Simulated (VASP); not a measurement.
# SnO2 (Pnnm) in VASP: a series of runs

SnO2 is run at these levels: LDA; tasks: single point, relaxation of shape and atoms at fixed volume.

Program: VASP 6.6.1. These are calculated values, not measurements. Logs are shortened: lines on timing, memory, paths and dates and some standing lists are left out, and cuts for length are marked.

### 1 The cell of the first run

The typed cell holds 12 atoms: a = 5.698 Å, b = 5.698 Å, c = 5.700 Å, α = 108.26°, β = 108.26°, γ = 111.91°.

### 2 Single point, LDA

File INCAR:

```
ALGO = Normal
EDIFF = 1E-6
ENCUT = 600
GGA = CA
GGA_COMPAT = False
ISIF = 2
ISMEAR = 0
KPAR = 4
LASPH = True
LCHARG = True
LREAL = False
LVHAR = True
LWAVE = False
NBANDS = 64
NELM = 120
PREC = Accurate
SIGMA = 0.1
```

File KPOINTS:

```
k-points
0
Gamma
  8 8 8
```

File POSCAR:

```
SnO2
1.0
   -4.7212714810      0.0000000000      3.1900194029
    4.7212714810      0.0000000000      3.1900194029
    0.0000000000      4.7242464819     -3.1900194029
Sn O
4 8
Direct
    0.2500000000      0.7500000000      0.5000000000
    0.7500000000      0.2500000000      0.5000000000
    0.5000000000      0.5000000000      0.0000000000
    0.0000000000      0.0000000000      0.0000000000
    0.0005025750      0.3060695440      0.3065721190
    0.5005025750      0.8060695440      0.3065721190
    0.9439304560      0.7494974250      0.1934278810
    0.4439304560      0.2494974250      0.1934278810
    0.5560695440      0.7505025750      0.8065721190
    0.0560695440      0.2505025750      0.8065721190
    0.9994974250      0.6939304560      0.6934278810
    0.4994974250      0.1939304560      0.6934278810
```

Potentials or basis: VASP PAW LDA potentials, release 64 (Sn_d, O).

Run with:

```bash
$ cat potpaw_LDA.64/Sn_d/POTCAR potpaw_LDA.64/O/POTCAR > POTCAR
$ mpirun -np 4 vasp_std > vasp.out
```

OUTCAR:

```text
EDIFF = 1E-6
   ENCUT = 600
   GGA = CA
   ISIF = 2
   ISMEAR = 0
   LASPH = True
   LREAL = False
   NELM = 120
   PREC = Accurate

 ion  position               nearest neighbor table
   1  0.250  0.750  0.500-   7 2.04   9 2.04   6 2.05  11 2.05   5 2.05  12 2.05   2 3.19   2 3.19
                             4 3.70   3 3.70   4 3.70   3 3.70   4 3.70   4 3.70   3 3.70   3 3.70
   2  0.750  0.250  0.500-   8 2.04  10 2.04   5 2.05  12 2.05  11 2.05   6 2.05   1 3.19   1 3.19
                             4 3.70   4 3.70   3 3.70   3 3.70   4 3.70   3 3.70   4 3.70   3 3.70
   3  0.500  0.500  0.000-   6 2.04  12 2.04   9 2.05   8 2.05  10 2.05   7 2.05   4 3.19   4 3.19
                             1 3.70   2 3.70   1 3.70   1 3.70   2 3.70   1 3.70   2 3.70   2 3.70
   4  0.000  0.000  0.000-   5 2.04  11 2.04  10 2.05   7 2.05   8 2.05   9 2.05   3 3.19   3 3.19
                             2 3.70   1 3.70   1 3.70   1 3.70   2 3.70   2 3.70   1 3.70   2 3.70
   5  0.001  0.306  0.307-   4 2.04   2 2.05   1 2.05
   6  0.501  0.806  0.307-   3 2.04   1 2.05   2 2.05
   7  0.944  0.749  0.193-   1 2.04   4 2.05   3 2.05
   8  0.444  0.249  0.193-   2 2.04   3 2.05   4 2.05
   9  0.556  0.751  0.807-   1 2.04   3 2.05   4 2.05
  10  0.056  0.251  0.807-   2 2.04   4 2.05   3 2.05
  11  0.999  0.694  0.693-   4 2.04   1 2.05   2 2.05
  12  0.499  0.194  0.693-   3 2.04   2 2.05   1 2.05

  LATTYP: Found a face centered orthorhombic cell.
 ALAT       =     6.3800388058
 B/A-ratio  =     1.4800134058
 C/A-ratio  =     1.4809460023

  Lattice vectors:

 A1 = (   4.7212714810,   4.7242464819,   0.0000000000)
 A2 = (   0.0000000000,   4.7242464819,   3.1900194029)
 A3 = (   4.7212714810,   0.0000000000,   3.1900194029)

Analysis of symmetry for initial positions (statically):
=====================================================================
 Subroutine PRICEL returns following result:

  LATTYP: Found a simple orthorhombic cell.
 ALAT       =     3.1900194029
 B/A-ratio  =     1.4800134058
 C/A-ratio  =     1.4809460023

  Lattice vectors:

 A1 = (   0.0000000000,   0.0000000000,   3.1900194029)
 A2 = (   4.7212714810,   0.0000000000,   0.0000000000)
 A3 = (   0.0000000000,   4.7242464819,   0.0000000000)

   2 primitive cells build up your supercell.

 Routine SETGRP: Setting up the symmetry group for a
 face centered orthorhombic supercell.

 Subroutine GETGRP returns: Found  8 space group operations
 (whereof  4 operations were pure point group operations)
 out of a pool of  8 trial point group operations.

The static configuration has the point symmetry C_2h.
 The point group associated with its full space group is D_2h.

Analysis of symmetry for dynamics (positions and initial velocities):
=====================================================================
 Subroutine PRICEL returns following result:

  LATTYP: Found a simple orthorhombic cell.
 ALAT       =     3.1900194029
 B/A-ratio  =     1.4800134058
 C/A-ratio  =     1.4809460023

  Lattice vectors:

 A1 = (   0.0000000000,   0.0000000000,   3.1900194029)
 A2 = (   4.7212714810,   0.0000000000,   0.0000000000)
 A3 = (   0.0000000000,   4.7242464819,   0.0000000000)

   2 primitive cells build up your supercell.

 Routine SETGRP: Setting up the symmetry group for a
 face centered orthorhombic supercell.

 Subroutine GETGRP returns: Found  8 space group operations
 (whereof  4 operations were pure point group operations)
 out of a pool of  8 trial point group operations.

The dynamic configuration has the point symmetry C_2h.
 The point group associated with its full space group is D_2h.

 Subroutine INISYM returns: Found  8 space group operations
 (whereof  4 operations are pure point group operations),
 and found     2 'primitive' translations

----------------------------------------------------------------------------------------

                                     Primitive cell

  volume of cell :      71.1516

  direct lattice vectors                    reciprocal lattice vectors
     0.000000000  0.000000000  3.190019403     0.000000000  0.000000000  0.313477717
[... 28 lines left out ...]
 Grid dimensions read from file:
 generate k-points for:    8    8    8

 Generating k-lattice:

  Cartesian coordinates                     Fractional coordinates (reciprocal lattice)
    -0.013237959  0.013229623  0.019592357     0.125000000  0.000000000  0.000000000
     0.013237959  0.013229623  0.019592357     0.000000000  0.125000000  0.000000000
     0.000000000  0.026459246  0.000000000     0.000000000  0.000000000  0.125000000

  Length of vectors
     0.027094777  0.027094777  0.026459246

  Shift w.r.t. Gamma in fractional coordinates (k-lattice)
     0.000000000  0.000000000  0.000000000

 Subroutine IBZKPT returns following result:
 ===========================================

 Found     95 irreducible k-points:

 Following reciprocal coordinates:
[... 24 lines left out ...]
   LNONCOLLINEAR =      F non collinear calculations
   LSORBIT =      F    spin-orbit coupling
   LASPH  =      T    aspherical Exc in radial PAW
   ENCUT  =  600.0 eV  44.10 Ry    6.64 a.u.  11.38 11.38 11.39*2*pi/ulx,y,z
   NELM   =    120;   NELMIN=  2; NELMDL= -5     # of ELM steps
   EDIFF  = 0.1E-05   stopping-criterion for ELM
   LREAL  =      F    real-space projection
   EDIFFG = 0.1E-04   stopping-criterion for IOM
   NSW    =      0    number of steps for IOM
   IBRION =     -1    ionic relax: 0-MD 1-quasi-New 2-CG
   NFREE  =      0    steps in history (QN), initial steepest desc. (CG)
   ISIF   =      2    stress and relaxation
   ISYM   =      2    0-nonsym 1-usesym 2-fastsym
   POTIM  = 0.5000    time-step for ionic-motion
   TEBEG  =    0.0;   TEEND  =   0.0 temperature during run
   PSTRESS=    0.0 pullay stress
   NELECT =     104.0000    total number of electrons
   NUPDOWN=      -1.0000    fix difference up-down
   EMIN   =  10.00;   EMAX   =-10.00  energy-range for DOS
   EFERMI =   0.00;   METHOD = LEGACY
   ISMEAR =     0;   SIGMA  =   0.10  broadening in eV -4-tet -1-fermi 0-gaus
   EFERMI_NEDOS =   21; number of points for ismear=-14 and -15
   IALGO  =     38    algorithm
   IMIX   =      4    mixing-type and parameters
     AMIX     =   0.40;   BMIX     =  1.00
     AMIX_MAG =   1.60;   BMIX_MAG =  1.00
  volume/ion in A,a.u.               =      11.86        80.03
  Fermi-wavevector in a.u.,A,eV,Ry     =   1.474623  2.786633 29.586044  2.174513
  Thomas-Fermi vector in A             =   2.589372
   LORBIT       =      0    0 simple, 1 ext, 2 COOP (PROOUT), +10 PAW based schemes
   GGA     = CA    functional components
   LHFCALC =     F    Hartree Fock is set to
   AEXX    =    0.0000 exact exchange contribution
   IVDW    =     0    specifies the selected vdW correction
   LEPSILON=     F    determine dielectric tensor
   LRPA    =     F    only Hartree local field effects (RPA)
 non-spin polarized calculation
 Gauss-broadening in eV      SIGMA  =   0.10
  energy-cutoff  :      600.00
  volume of cell :      142.30
 maximum number of plane-waves:      4793
 NGX is ok and might be reduce to    48
   NGX = 23   NGY = 23   NGZ = 23

 number of electron     104.0000000 magnetization

 Free energy of the ion-electron system (eV)
  ---------------------------------------------------
  ext. energy  EPLUGINS =         0.00000000
  ---------------------------------------------------
  free energy    TOTEN  =       -84.58151352 eV

  energy without entropy =      -84.58151352  energy(sigma->0) =      -84.58151352

 E-fermi :   6.4059     XC(G=0): -11.8305

 val. band max:        5.9312937776   @ k =   0.0000   0.0000   0.0000
 cond. band min:       7.1286090356   @ k =   0.0000   0.0000   0.0000
 fundamental gap:      1.1973152580
 Fermi energy:         6.4058833795

 k-point     1 :       0.0000    0.0000    0.0000
  band No.  band energies     occupation
      1     -15.0850      2.00000
      2     -14.8172      2.00000
      3     -14.8172      2.00000
      4     -14.3562      2.00000
      5     -14.3562      2.00000
      6     -14.3051      2.00000
[... 1597 lines left out ...]
     63      16.3957      0.00000
     64      17.0805      0.00000

 [... further k-points ...]

------------------------ aborting loop because EDIFF is reached ----------------------------------------

  FORCE on cell =-STRESS in cart. coord.  units (eV):
  Direction    XX          YY          ZZ          XY          YZ          ZX
  --------------------------------------------------------------------------------------
  -------------------------------------------------------------------------------------
  Total        0.6153792      0.6048375      1.0434485      0.0000000      0.0000000      0.0000000
  in kB        6.9284894      6.8098019     11.7480761      0.0000000      0.0000000      0.0000000
  external PRESSURE =       8.4954558 kB  Pullay stress =       0.0000000 kB

 VOLUME and BASIS-vectors are now :
 -----------------------------------------------------------------------------
  energy-cutoff  :      600.00
  volume of cell :      142.30
      direct lattice vectors                 reciprocal lattice vectors
    -4.721271481  0.000000000  3.190019403    -0.105903675  0.105836984  0.156738859
     4.721271481  0.000000000  3.190019403     0.105903675  0.105836984  0.156738859
     0.000000000  4.724246482 -3.190019403     0.000000000  0.211673968  0.000000000

 POSITION                                       TOTAL-FORCE (eV/Angst)
 -----------------------------------------------------------------------------------
      2.36064      2.36212      1.59501         0.000000      0.000000     -0.000000
     -2.36064      2.36212      1.59501         0.000000      0.000000     -0.000000
      0.00000      0.00000      3.19002         0.000000      0.000000      0.000000
      0.00000      0.00000      0.00000         0.000000      0.000000      0.000000
      1.44266      1.44832      0.00000        -0.013810     -0.015938      0.000000
      1.44266      1.44832      3.19002        -0.013810     -0.015938      0.000000
     -0.91797      0.91380      4.78503        -0.013810      0.015938     -0.000000
     -0.91797      0.91380      1.59501        -0.013810      0.015938     -0.000000
      0.91797      3.81045      1.59501         0.013810     -0.015938      0.000000
      0.91797      3.81045     -1.59501         0.013810     -0.015938      0.000000
     -1.44266      3.27592      3.19002         0.013810      0.015938     -0.000000
     -1.44266      3.27592      0.00000         0.013810      0.015938     -0.000000
 -----------------------------------------------------------------------------------
    total drift:                               -0.000000      0.000000     -0.000000

  FREE ENERGIE OF THE ION-ELECTRON SYSTEM (eV)
  ---------------------------------------------------
  free  energy   TOTEN  =       -84.5815135240 eV

  energy  without entropy=      -84.5815135240  energy(sigma->0) =      -84.58151352
```

It took 5.5 min on 4 MPI ranks of Intel Xeon Platinum 8259CL at 2.50GHz (Skylake/Cascade Lake), shared host; peak memory 0.78 GiB.

Results:

```
Free energy            : -84.5815 eV
Pressure               : 0.8 GPa
Largest force          : 0.021 eV/Å
Band gap on the k mesh : 1.20 eV
```

Forces in eV/Å, atoms in the order of the input:
```
Sn   0.000  0.000  0.000
Sn   0.000  0.000  0.000
Sn   0.000  0.000  0.000
Sn   0.000  0.000  0.000
O   -0.014 -0.016  0.000
O   -0.014 -0.016  0.000
O   -0.014  0.016  0.000
O   -0.014  0.016  0.000
O    0.014 -0.016  0.000
O    0.014 -0.016  0.000
O    0.014  0.016  0.000
O    0.014  0.016  0.000
```

Stress tensor (GPa, compression positive):
```
0.69 0.00 0.00
0.00 0.68 0.00
0.00 0.00 1.17
```

Caveat: spin-orbit coupling is left out, which moves the levels of the heavy elements. A k mesh can miss the band edges.

### 3 Relaxation of shape and atoms at fixed volume, LDA (11.50 Å³/atom)

File INCAR:

```
SYSTEM = SnO2
ALGO     = Normal         ! electronic algorithm
EDIFF    = 1E-7           ! SCF threshold, eV
EDIFFG   = -0.01          ! ionic threshold
ENCUT    = 600            ! plane-wave cutoff, eV
IBRION   = 2              ! ionic algorithm
ISIF     = 4              ! what is computed and relaxed
ISMEAR   = 0              ! smearing method
LASPH    = .True.         ! aspherical terms in the spheres
LCHARG   = .False.        ! write CHGCAR
LREAL    = .False.        ! projectors in reciprocal space
LWAVE    = .False.        ! write WAVECAR
NELM     = 80             ! most SCF steps
NSW      = 50             ! ionic steps
PREC     = Accurate       ! precision mode
SIGMA    = 0.02           ! smearing width, eV
```

File KPOINTS:

```
k-points
0
Gamma
  6 6 8
  0 0 0
```

File POSCAR:

```
SnO2
1.0
    4.6735786040      0.0000000000      0.0000000000
    0.0000000000      4.6765235623      0.0000000000
    0.0000000000      0.0000000000      3.1577947817
Sn O
2 4
Direct
    0.5000000000      0.5000000000      0.5000000000
    0.0000000000      0.0000000000      0.0000000000
    0.3055669669      0.3065721211      0.0000000000
    0.8055669669      0.1934278789      0.5000000000
    0.1944330331      0.8065721211      0.5000000000
    0.6944330331      0.6934278789      0.0000000000
```

Potentials or basis: VASP PAW LDA potentials, release 64 (Sn_d, O).

Run with:

```bash
$ cat potpaw_LDA.64/Sn_d/POTCAR potpaw_LDA.64/O/POTCAR > POTCAR
$ mpirun -np 1 vasp_std > vasp.out
```

It took 3.9 min on 1 thread of Intel Xeon 6975P-C (Granite Rapids), shared host; peak memory 0.3 GiB.

It converged, with:

| Quantity | Value |
| --- | --- |
| Free energy | -42.2306 eV |
| Energy gained by relaxing | 0.6 meV/atom |
| Ionic steps | 4 |
| Pressure after relaxing | 7.6 GPa |
| Largest force after relaxing | 0.009 eV/Å |
| Band gap on the k mesh | 1.53 eV |

Forces in eV/Å, atoms in the order of the input:
```
Sn   0.000  0.000  0.000
Sn   0.000  0.000  0.000
O    0.006  0.006  0.000
O    0.006 -0.006  0.000
O   -0.006  0.006  0.000
O   -0.006 -0.006  0.000
```

Stress tensor (GPa, compression positive):
```
7.58 0.00 0.00
0.00 7.58 0.00
0.00 0.00 7.68
```

The path:
```
step  energy change (eV)  largest force (eV/Å)  pressure (GPa)  volume (Å³)
   1              0.0000                0.1302            8.07        69.02
   2             -0.0033                0.0862            7.53        69.02
   3             -0.0036                0.0369            7.64        69.02
   4             -0.0039                0.0087            7.61        69.02
```

Final structure:
```cif
data_structure
_symmetry_space_group_name_H-M 'P 1'
_symmetry_Int_Tables_number 1
_cell_length_a 4.6608
_cell_length_b 4.6636
_cell_length_c 3.1752
_cell_angle_alpha 90.000
_cell_angle_beta 90.000
_cell_angle_gamma 90.000
_cell_volume 69.02
loop_
_atom_site_label
_atom_site_type_symbol
_atom_site_fract_x
_atom_site_fract_y
_atom_site_fract_z
_atom_site_occupancy
Sn1 Sn 0.50000 0.50000 0.50000 1
Sn2 Sn 0.00000 0.00000 0.00000 1
O1 O 0.30506 0.30606 0.00000 1
O2 O 0.80506 0.19394 0.50000 1
O3 O 0.19494 0.80606 0.50000 1
O4 O 0.69494 0.69394 0.00000 1
```

Levels at points of the mesh, in eV from the valence-band top:
```tsv
k point	band 23	band 24	band 25	band 26	band 27	band 28	band 29	band 30
(0.00, 0.00, 0.00)	-1.27	-0.83	-0.83	0.00	1.53	6.18	6.18	6.18
(0.50, 0.00, 0.00)	-1.24	-1.24	-0.66	-0.66	4.68	4.68	6.95	6.95
(0.00, 0.50, 0.00)	-1.24	-1.24	-0.66	-0.66	4.69	4.69	6.97	6.97
(0.50, 0.50, 0.00)	-1.37	-1.37	-0.93	-0.93	5.08	5.08	7.52	7.52
(0.00, 0.00, 0.50)	-1.82	-1.82	-1.33	-1.33	6.42	6.42	9.78	9.78
(0.50, 0.00, 0.50)	-1.18	-1.18	-0.67	-0.67	6.73	6.73	8.21	8.21
(0.00, 0.50, 0.50)	-1.19	-1.19	-0.66	-0.66	6.73	6.73	8.20	8.20
(0.50, 0.50, 0.50)	-1.00	-1.00	-0.87	-0.87	5.03	5.03	8.81	8.81
```

Caveat: spin-orbit coupling is left out, which moves the levels of the heavy elements.

### 4 Relaxation of shape and atoms at fixed volume, LDA (10.79 Å³/atom)

File INCAR:

```
ALGO = Normal
EDIFF = 1E-6
EDIFFG = -0.01
ENCUT = 600
IBRION = 2
ISIF = 4
ISMEAR = 0
LASPH = T
LCHARG = F
LREAL = F
LWAVE = F
NELM = 80
NSW = 50
PREC = Accurate
SIGMA = 0.02
```

File KPOINTS:

```
k-points
0
Gamma
  6 6 8
```

File POSCAR:

```
SnO2
1.0
    4.5527655412      0.0000000000      0.0000000000
    0.0000000000      4.5586951653      0.0000000000
    0.0000000000      0.0000000000      3.1196825312
Sn O
2 4
Direct
    0.5000000000      0.5000000000      0.5000000000
    0.0000000000      0.0000000000      0.0000000000
    0.3041716965      0.3066612138      0.0000000000
    0.8041716965      0.1933387862      0.5000000000
    0.1958283035      0.8066612138      0.5000000000
    0.6958283035      0.6933387862      0.0000000000
```

Run with:

```bash
$ cat potpaw_LDA.64/Sn_d/POTCAR potpaw_LDA.64/O/POTCAR > POTCAR
$ mpirun -np 1 vasp_std > vasp.out
```

Run time: 3.9 min. Hardware: 1 thread of Intel Xeon 6975P-C (Granite Rapids), shared host; peak memory 0.27 GiB.

Results (log left out):

```yaml
Free_energy: -41.7911 eV
Energy_gained_by_relaxing: 0.6 meV/atom
Ionic_steps: 5
Pressure_after_relaxing: 25.5 GPa
Largest_force_after_relaxing: 0.008 eV/Å
Band_gap_on_the_k_mesh: 2.31 eV
```

Forces on the atoms (eV/Å):
```
Sn   0.000  0.000  0.000
Sn   0.000  0.000  0.000
O   -0.007  0.003  0.000
O   -0.007 -0.003  0.000
O    0.007  0.003  0.000
O    0.007 -0.003  0.000
```

The path:
| step | energy change (eV) | largest force (eV/Å) | pressure (GPa) | volume (Å³) |
| --- | --- | --- | --- | --- |
| 1 | 0.0000 | 0.1121 | 25.96 | 64.75 |
| 2 | -0.0019 | 0.1580 | 25.42 | 64.75 |
| 3 | -0.0029 | 0.0583 | 25.59 | 64.75 |
| 4 | -0.0034 | 0.0166 | 25.53 | 64.75 |
| 5 | -0.0034 | 0.0078 | 25.51 | 64.75 |

Final structure:
```xyz
6
Lattice="4.5386 0.0000 0.0000 0.0000 4.5457 0.0000 0.0000 0.0000 3.1383" Properties=species:S:1:pos:R:3 pbc="T T T"
Sn    2.2693    2.2729    1.5692
Sn    0.0000    4.5457    0.0000
O     1.3797    1.3941    0.0000
O     3.6490    0.8787    1.5692
O     0.8896    3.6670    1.5692
O     3.1589    3.1516    0.0000
```

Levels at points of the mesh, in eV from the valence-band top:
```tsv
k point	band 24	band 25	band 26	band 27	band 28	band 29
(0.00, 0.00, 0.00)	-0.86	-0.86	0.00	2.31	6.42	6.44
(0.50, 0.00, 0.00)	-1.22	-0.67	-0.67	5.41	5.41	7.22
(0.00, 0.50, 0.00)	-1.22	-0.67	-0.67	5.42	5.42	7.27
(0.50, 0.50, 0.00)	-1.35	-0.95	-0.95	5.80	5.80	7.95
(0.00, 0.00, 0.50)	-2.00	-1.41	-1.41	7.22	7.22	10.28
(0.50, 0.00, 0.50)	-1.27	-0.53	-0.53	7.58	7.58	8.85
(0.00, 0.50, 0.50)	-1.30	-0.52	-0.52	7.57	7.57	8.83
(0.50, 0.50, 0.50)	-1.04	-0.92	-0.92	5.76	5.76	9.13
```

Caveat: spin-orbit coupling is left out, which moves the levels of the heavy elements.

### 5 Overview

```csv
task,cell,k mesh,smearing,gap on the mesh (eV),pressure (GPa),largest force (eV/Å)
single point,"a = 5.698, b = 5.698, c = 5.700 Å, angles 108.3, 108.3, 111.9°, 12 atoms, atomic positions A",8 × 8 × 8,gaussian 0.1 eV,1.20,0.8,0.02
relaxation of shape and atoms at fixed volume,"relaxed from a = 4.674, b = 4.677, c = 3.158 Å, 6 atoms, atomic positions B",6 × 6 × 8,gaussian 0.02 eV,1.53,7.6,0.01
relaxation of shape and atoms at fixed volume,"relaxed from a = 4.553, b = 4.559, c = 3.120 Å, 6 atoms, atomic positions C",6 × 6 × 8,gaussian 0.02 eV,2.31,25.5,0.01
```

Alike in all rows: level LDA; potentials or basis VASP PAW LDA potentials, release 64 (Sn_d, O); no spin polarisation; cutoff (eV) 600.

Caveats: spin-orbit coupling is left out, which moves the levels of the heavy elements.

Total energies depend on the potentials used, so only differences within one code and one set of settings carry meaning.
